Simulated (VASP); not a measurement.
Write the native input for VASP 6.6.1 that does the following.

| Item | Value |
| --- | --- |
| Task | single point |
| Functional | PBE |
| Potentials or basis | VASP PAW PBE potentials, release 64 (Li_sv, Nb_sv, O) |
| Cutoff | 520 eV |
| k mesh | 6 × 6 × 6 |
| Occupations | gaussian, width 0.05 eV |
| Spin | no spin polarisation |
| Dipole correction | no |
| Further INCAR settings | ALGO = Normal; EDIFF = 1e-06; NBANDS = 45 |

The structure of LiNbO3 lies in POSCAR:

```
LiNbO3
1.0
    2.5391654133      1.4659878349      4.6453184848
   -2.5391654133      1.4659878349      4.6453184848
    0.0000000000     -2.9319756698      4.6453184848
Li Nb O
2 2 6
Direct
    0.2815913687      0.2815913687      0.2815913687
    0.7815913687      0.7815913687      0.7815913687
    0.0004900497      0.0004900497      0.0004900497
    0.5004900497      0.5004900497      0.5004900497
    0.1104619503      0.3580262714      0.7211003599
    0.7211003599      0.1104619503      0.3580262714
    0.3580262714      0.7211003599      0.1104619503
    0.2211003599      0.8580262714      0.6104619503
    0.8580262714      0.6104619503      0.2211003599
    0.6104619503      0.2211003599      0.8580262714
```

The input as run:

INCAR

```
SYSTEM = LiNbO3
ALGO = Normal ; EDIFF = 1E-6
ENCUT = 520 ; GGA = PE
ISIF = 2 ; ISMEAR = 0
LASPH = .True. ; LCHARG = .True.
LELF = .True. ; LREAL = .False.
LVHAR = .True. ; LWAVE = .False.
NBANDS = 45 ; NELM = 100
PREC = Accurate ; SIGMA = 0.05
```

KPOINTS

```
k-points
0
Gamma
  6 6 6
  0 0 0
```

Potentials or basis: VASP PAW PBE potentials, release 64 (Li_sv, Nb_sv, O).

Launch:

```console
$ cat potpaw_PBE.64/Li_sv/POTCAR potpaw_PBE.64/Nb_sv/POTCAR potpaw_PBE.64/O/POTCAR > POTCAR
$ mpirun -np 1 vasp_std > vasp.out
```

Results of the run:

```
Largest force          : 0.766 eV/Å
Band gap on the k mesh : 3.79 eV (least direct gap 3.81 eV)
```

Run time: 6.3 min on 1 thread of Intel Xeon 8259CL (shared host), peak memory 0.32 GiB.
